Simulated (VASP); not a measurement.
# Fe (Im-3m) in VASP: notebook, part 2 of 2

VASP 6.6.1. The steps go on from the part before.

### Step 3. Vibrations by perturbation theory, LDA, collinear spin, ferromagnetic start

This run uses another cell than the first one, of 10.41 Å³/atom.

Input file INCAR:

```
SYSTEM = Fe
PREC     = Accurate       ! precision mode
ENCUT    = 520            ! plane-wave cutoff, eV
EDIFF    = 1E-8           ! SCF threshold, eV
ISMEAR   = -1             ! smearing method
SIGMA    = 0.05           ! smearing width, eV
LREAL    = .False.        ! projectors in reciprocal space
LASPH    = .True.         ! aspherical terms in the spheres
NELM     = 150            ! most SCF steps
ALGO     = Normal         ! electronic algorithm
ISIF     = 2              ! what is computed and relaxed
LWAVE    = .False.        ! write WAVECAR
LCHARG   = .False.        ! write CHGCAR
ISPIN    = 2              ! spin polarisation
MAGMOM   = 2              ! initial moments
LORBIT   = 11             ! projections on sites
LMAXMIX  = 4              ! l up to which the mixer works
NBANDS   = 14             ! bands
IBRION   = 8              ! ionic algorithm
NSW      = 1              ! ionic steps
```

Input file KPOINTS:

```
Automatic mesh
0
Gamma
  24 24 24
  0 0 0
```

Input file POSCAR:

```
Fe
1.0
   -1.3756641957      1.3756641957      1.3756641957
    1.3756641957     -1.3756641957      1.3756641957
    1.3756641957      1.3756641957     -1.3756641957
Fe
1
Direct
    0.0000000000      0.0000000000      0.0000000000
```

Potentials or basis: VASP PAW LDA potentials, release 64 (Fe).

On the command line:

```bash
cat potpaw_LDA.64/Fe/POTCAR > POTCAR
mpirun -np 1 vasp_std > vasp.out
```

OUTCAR:

```text
SYSTEM = Fe
   PREC = Accurate
   ENCUT = 520
   EDIFF = 1E-8
   ISMEAR = -1
   LREAL = .False.
   LASPH = .True.
   NELM = 150
   ISIF = 2
   ISPIN = 2
   LORBIT = 11
   IBRION = 8
   NSW = 1

 ion  position               nearest neighbor table
   1  0.000  0.000  0.000-

  LATTYP: Found a body centered cubic cell.
 ALAT       =     2.7513283914

  Lattice vectors:

 A1 = (  -1.3756641957,   1.3756641957,   1.3756641957)
 A2 = (   1.3756641957,  -1.3756641957,   1.3756641957)
 A3 = (   1.3756641957,   1.3756641957,  -1.3756641957)

Analysis of symmetry for initial positions (statically):
=====================================================================
 Subroutine PRICEL returns:
 Original cell was already a primitive cell.

 Routine SETGRP: Setting up the symmetry group for a
 body centered cubic supercell.

 Subroutine GETGRP returns: Found 48 space group operations
 (whereof 48 operations were pure point group operations)
 out of a pool of 48 trial point group operations.

The static configuration has the point symmetry O_h .

Analysis of symmetry for dynamics (positions and initial velocities):
=====================================================================
 Subroutine PRICEL returns:
 Original cell was already a primitive cell.

 Routine SETGRP: Setting up the symmetry group for a
 body centered cubic supercell.

 Subroutine GETGRP returns: Found 48 space group operations
[... 1013 lines left out ...]
     1.375664196  1.375664196 -1.375664196     0.363460793  0.363460793  0.000000000

 POSITION                                       TOTAL-FORCE (eV/Angst)
 -----------------------------------------------------------------------------------
      0.00000      0.00000      0.00000        -0.000000      0.000000      0.000000
 -----------------------------------------------------------------------------------
    total drift:                                0.000000      0.000000      0.000000

  FREE ENERGIE OF THE ION-ELECTRON SYSTEM (eV)
  ---------------------------------------------------
  free  energy   TOTEN  =        -9.2283339436 eV

  energy  without entropy=       -9.2198600034  energy(sigma->0) =       -9.22409697

[... ionic steps 2 to 3 ...]

--------------------------------------- Ionic step        4  -------------------------------------------

 Free energy of the ion-electron system (eV)
  ---------------------------------------------------
  ---------------------------------------------------
  free energy    TOTEN  =        -0.15265449 eV

  energy without entropy =       -0.15265449

------------------------ aborting loop because EDIFF is reached ----------------------------------------

 INTERNAL STRAIN TENSOR  FOR ION    1  DIRECTION 1   (eV/Angst):
 -----------------------------------------------------------------------------
     0.00893  0.00000  0.00000
     0.00000  0.00103  0.00000
     0.00000  0.00000  0.00103

 INTERNAL STRAIN TENSOR FOR ION    1 for displacements in x,y,z  (eV/Angst):
          X           Y           Z          XY          YZ          ZX
  --------------------------------------------------------------------------------
  x     0.00000     0.00000     0.00000     0.00000     0.00000     0.00000
  y     0.00000     0.00000     0.00000     0.00000     0.00000     0.00000
  z     0.00000     0.00000     0.00000     0.00000     0.00000     0.00000

 SECOND DERIVATIVES (NOT SYMMETRIZED)
 ------------------------------------
               1X          1Y          1Z
  1X     0.009308    0.000000    0.000000
  1Y     0.000000    0.009308    0.000000
  1Z     0.000000    0.000000    0.009308

 Eigenvectors and eigenvalues of the dynamical matrix
 ----------------------------------------------------

   1 f/i=    0.201828 THz     1.268121 2PiTHz    6.732246 cm-1     0.834692 meV
             X         Y         Z           dx          dy          dz
      0.000000  0.000000  0.000000     1.000000    0.000000    0.000000

   2 f/i=    0.201828 THz     1.268121 2PiTHz    6.732246 cm-1     0.834692 meV
             X         Y         Z           dx          dy          dz
      0.000000  0.000000  0.000000     0.000000    1.000000    0.000000

   3 f/i=    0.201828 THz     1.268121 2PiTHz    6.732246 cm-1     0.834692 meV
             X         Y         Z           dx          dy          dz
      0.000000  0.000000  0.000000     0.000000    0.000000    1.000000

--------------------------------------------------------------------------------------------------------

 ELASTIC MODULI CONTR FROM IONIC RELAXATION (kBar)
 Direction    XX          YY          ZZ          XY          YZ          ZX
 --------------------------------------------------------------------------------
 XX           0.0000      0.0000      0.0000      0.0000      0.0000      0.0000
 YY           0.0000      0.0000      0.0000      0.0000      0.0000      0.0000
 ZZ           0.0000      0.0000      0.0000      0.0000      0.0000      0.0000
 XY           0.0000      0.0000      0.0000      0.0000      0.0000      0.0000
 YZ           0.0000      0.0000      0.0000      0.0000      0.0000      0.0000
 ZX           0.0000      0.0000      0.0000      0.0000      0.0000      0.0000
 --------------------------------------------------------------------------------

 total charge

# of ion       s       p       d       tot
------------------------------------------
    1        0.526   0.615   6.332   7.473

 magnetization (x)

# of ion       s       p       d       tot
------------------------------------------
    1       -0.009  -0.033   1.977   1.935
```

OSZICAR:

```text
N       E                     dE             d eps       ncg     rms          rms(c)
DAV:   1     0.197066646848E+02    0.19707E+02   -0.40843E+03 25934   0.784E+02
DAV:   2    -0.957974344752E+01   -0.29286E+02   -0.27115E+02 25348   0.130E+02
DAV:   3    -0.104405020528E+02   -0.86076E+00   -0.85194E+00 28164   0.229E+01
DAV:   4    -0.104434366627E+02   -0.29346E-02   -0.29341E-02 26812   0.119E+00
[... 25 lines left out ...]
RMM:   8    -0.152656224939E+00    0.17122E-04   -0.25570E-08114308   0.125E-03    0.504E-04
RMM:   9    -0.152655357555E+00    0.86738E-06   -0.81632E-09125654   0.566E-04    0.126E-04
RMM:  10    -0.152655057813E+00    0.29974E-06   -0.57811E-10126269   0.152E-04    0.614E-05
RMM:  11    -0.152654492422E+00    0.56539E-06   -0.79227E-11126167   0.339E-05    0.200E-05
RMM:  12    -0.152654489524E+00    0.28986E-08   -0.62958E-11124472   0.139E-05    0.478E-06
 Linear response finished
```

stdout:

```text
POSCAR found type information on POSCAR Fe
 POSCAR found :  1 types and       1 ions
 scaLAPACK will be used
 LDA part: xc-table for (Slater(with rela. corr.)+CA(PZ))
 , standard interpolation
 POSCAR, INCAR and KPOINTS ok, starting setup
 FFT: planning ... GRIDC
 FFT: planning ... GRID_SOFT
 FFT: planning ... GRID
 WAVECAR not read
 entering main loop
 Linear response reoptimize wavefunctions to high precision
 Linear response DOF=           1
 Linear response progress:
 first order change of Fermi-energy  -0.22014E-03
 force on displaced ion       1 direction 1 :   0.009   0.000   0.000
 Linear response finished
```

Run time: 8.3 min. Hardware: 1 thread of Intel Xeon Platinum 8375C at 2.90GHz (Ice Lake), shared host; peak memory 0.65 GiB.

Results:

```yaml
Net_moment: 1.97 μB per cell
Site_moments: Fe +1.94 μB
Valence_electrons_inside_the_program's_atomic_spheres: Fe 7.47
```

Caveat: the cell stands under pressure or tension, which shifts response properties.

### Step 4. Vibrations by perturbation theory, LDA, collinear spin, ferromagnetic start (10.57 Å³/atom)

This run uses another cell than the first one, of 10.57 Å³/atom.

Input file INCAR:

```
PREC = Accurate
ENCUT = 520
EDIFF = 1E-8
ISMEAR = -1
SIGMA = 0.05
LREAL = F
LASPH = T
NELM = 150
ALGO = Normal
ISIF = 2
LWAVE = F
LCHARG = F
ISPIN = 2
MAGMOM = 2
LORBIT = 11
LMAXMIX = 4
GGA = CA
IBRION = 8
NSW = 1
```

Input file KPOINTS:

```
Automatic mesh
0
Gamma
  24 24 24
```

Input file POSCAR:

```
Fe
1.0
   -1.3825084088      1.3825084088      1.3825084088
    1.3825084088     -1.3825084088      1.3825084088
    1.3825084088      1.3825084088     -1.3825084088
Fe
1
Direct
    0.0000000000      0.0000000000      0.0000000000
```

Potentials or basis: VASP PAW LDA potentials, release 64 (Fe).

On the command line:

```bash
cat potpaw_LDA.64/Fe/POTCAR > POTCAR
mpirun -np 1 vasp_std > vasp.out
```

OUTCAR:

```text
PREC = Accurate
   ENCUT = 520
   EDIFF = 1E-8
   ISMEAR = -1
   LREAL = F
   LASPH = T
   NELM = 150
   ISIF = 2
   ISPIN = 2
   LORBIT = 11
   GGA = CA
   IBRION = 8
   NSW = 1

 ion  position               nearest neighbor table
   1  0.000  0.000  0.000-

  LATTYP: Found a body centered cubic cell.
 ALAT       =     2.7650168176

  Lattice vectors:

 A1 = (  -1.3825084088,   1.3825084088,   1.3825084088)
 A2 = (   1.3825084088,  -1.3825084088,   1.3825084088)
 A3 = (   1.3825084088,   1.3825084088,  -1.3825084088)

Analysis of symmetry for initial positions (statically):
=====================================================================
 Subroutine PRICEL returns:
 Original cell was already a primitive cell.

 Routine SETGRP: Setting up the symmetry group for a
 body centered cubic supercell.

 Subroutine GETGRP returns: Found 48 space group operations
 (whereof 48 operations were pure point group operations)
 out of a pool of 48 trial point group operations.

The static configuration has the point symmetry O_h .

Analysis of symmetry for dynamics (positions and initial velocities):
=====================================================================
 Subroutine PRICEL returns:
 Original cell was already a primitive cell.

 Routine SETGRP: Setting up the symmetry group for a
 body centered cubic supercell.

 Subroutine GETGRP returns: Found 48 space group operations
 (whereof 48 operations were pure point group operations)
 out of a pool of 48 trial point group operations.
[... 772 lines left out ...]

 POSITION                                       TOTAL-FORCE (eV/Angst)
 -----------------------------------------------------------------------------------
      0.00000      0.00000      0.00000        -0.000000     -0.000000      0.000000
 -----------------------------------------------------------------------------------
    total drift:                                0.000000      0.000000      0.000000

  FREE ENERGIE OF THE ION-ELECTRON SYSTEM (eV)
  ---------------------------------------------------
  free  energy   TOTEN  =        -9.2256005153 eV

  energy  without entropy=       -9.2171653678  energy(sigma->0) =       -9.22138294

[... ionic steps 2 to 3 ...]

--------------------------------------- Ionic step        4  -------------------------------------------

 Free energy of the ion-electron system (eV)
  ---------------------------------------------------
  ---------------------------------------------------
  free energy    TOTEN  =        -0.15266158 eV

  energy without entropy =       -0.15266158

------------------------ aborting loop because EDIFF is reached ----------------------------------------

 INTERNAL STRAIN TENSOR  FOR ION    1  DIRECTION 1   (eV/Angst):
 -----------------------------------------------------------------------------
     0.00883  0.00000  0.00000
     0.00000  0.00095 -0.00000
    -0.00000 -0.00000  0.00095

 INTERNAL STRAIN TENSOR FOR ION    1 for displacements in x,y,z  (eV/Angst):
          X           Y           Z          XY          YZ          ZX
  --------------------------------------------------------------------------------
  x     0.00000     0.00000     0.00000     0.00000     0.00000     0.00000
  y     0.00000     0.00000     0.00000     0.00000     0.00000     0.00000
  z     0.00000     0.00000     0.00000     0.00000     0.00000     0.00000

 SECOND DERIVATIVES (NOT SYMMETRIZED)
 ------------------------------------
               1X          1Y          1Z
  1X    -0.025255    0.000000    0.000000
  1Y     0.000000   -0.025255    0.000000
  1Z     0.000000    0.000000   -0.025255

 Eigenvectors and eigenvalues of the dynamical matrix
 ----------------------------------------------------

   1 f  =    0.332449 THz     2.088841 2PiTHz   11.089318 cm-1     1.374900 meV
             X         Y         Z           dx          dy          dz
      0.000000  0.000000  0.000000     1.000000    0.000000    0.000000

   2 f  =    0.332449 THz     2.088841 2PiTHz   11.089318 cm-1     1.374900 meV
             X         Y         Z           dx          dy          dz
      0.000000  0.000000  0.000000     0.000000    1.000000    0.000000

   3 f  =    0.332449 THz     2.088841 2PiTHz   11.089318 cm-1     1.374900 meV
             X         Y         Z           dx          dy          dz
      0.000000  0.000000  0.000000     0.000000    0.000000    1.000000

--------------------------------------------------------------------------------------------------------

 ELASTIC MODULI CONTR FROM IONIC RELAXATION (kBar)
 Direction    XX          YY          ZZ          XY          YZ          ZX
 --------------------------------------------------------------------------------
 XX           0.0000      0.0000      0.0000      0.0000      0.0000      0.0000
 YY           0.0000      0.0000      0.0000      0.0000      0.0000      0.0000
 ZZ           0.0000      0.0000      0.0000      0.0000      0.0000      0.0000
 XY           0.0000      0.0000      0.0000      0.0000      0.0000      0.0000
 YZ           0.0000      0.0000      0.0000      0.0000      0.0000      0.0000
 ZX           0.0000      0.0000      0.0000      0.0000      0.0000      0.0000
 --------------------------------------------------------------------------------

 total charge

# of ion       s       p       d       tot
------------------------------------------
    1        0.519   0.601   6.318   7.438

 magnetization (x)

# of ion       s       p       d       tot
------------------------------------------
    1       -0.009  -0.034   2.007   1.964
```

OSZICAR:

```text
N       E                     dE             d eps       ncg     rms          rms(c)
DAV:   1     0.142784113577E+02    0.14278E+02   -0.44103E+03 15557   0.121E+03
DAV:   2    -0.101338044747E+02   -0.24412E+02   -0.23136E+02 15022   0.130E+02
DAV:   3    -0.104466429479E+02   -0.31284E+00   -0.31124E+00 16708   0.205E+01
DAV:   4    -0.104482194961E+02   -0.15765E-02   -0.15764E-02 16463   0.132E+00
[... 26 lines left out ...]
RMM:   8    -0.152663578277E+00    0.17046E-04   -0.53531E-08 60940   0.244E-03    0.586E-04
RMM:   9    -0.152662655514E+00    0.92276E-06   -0.11497E-08 68770   0.985E-04    0.133E-04
RMM:  10    -0.152662241675E+00    0.41384E-06   -0.10415E-09 69154   0.285E-04    0.760E-05
RMM:  11    -0.152661581703E+00    0.65997E-06   -0.32145E-10 68766   0.774E-05    0.218E-05
RMM:  12    -0.152661576255E+00    0.54484E-08   -0.28905E-10 68558   0.328E-05    0.456E-06
 Linear response finished
```

stdout:

```text
POSCAR found type information on POSCAR Fe
 POSCAR found :  1 types and       1 ions
 scaLAPACK will be used
 LDA part: xc-table for (Slater(with rela. corr.)+CA(PZ))
 , standard interpolation
 POSCAR, INCAR and KPOINTS ok, starting setup
 FFT: planning ... GRIDC
 FFT: planning ... GRID_SOFT
 FFT: planning ... GRID
 WAVECAR not read
 entering main loop
 Linear response reoptimize wavefunctions to high precision
 Linear response DOF=           1
 Linear response progress:
 first order change of Fermi-energy  -0.22658E-03
 force on displaced ion       1 direction 1 :  -0.025   0.000   0.000
 Linear response finished
```

Run time: 5.4 min. Hardware: 1 thread of Intel Xeon Platinum 8375C at 2.90GHz (Ice Lake), shared host; peak memory 0.48 GiB.

Results:

- Net moment: 2.00 μB per cell
- Site moments: Fe +1.96 μB
- Valence electrons inside the program's atomic spheres: Fe 7.44

Caveat: the cell stands under pressure or tension, which shifts response properties.

### Step 5. Overview

| cell | moment (μB) |
| --- | --- |
| a = 2.371 Å, angles 109.5°, 1 atom | 1.94 |
| a = 2.383 Å, angles 109.5°, 1 atom | 1.97 |
| a = 2.395 Å, angles 109.5°, 1 atom | 2.00 |

Alike in all rows: task vibrations by perturbation theory; level LDA; potentials or basis VASP PAW LDA potentials, release 64 (Fe); spin collinear, ferromagnetic start; k mesh 24 × 24 × 24; cutoff (eV) 520; smearing fermi-dirac 0.05 eV.

Caveats: the cell stands under pressure or tension, which shifts response properties; some modes are imaginary (at least some runs).

Absolute energies hang on the potentials; compare differences alone.
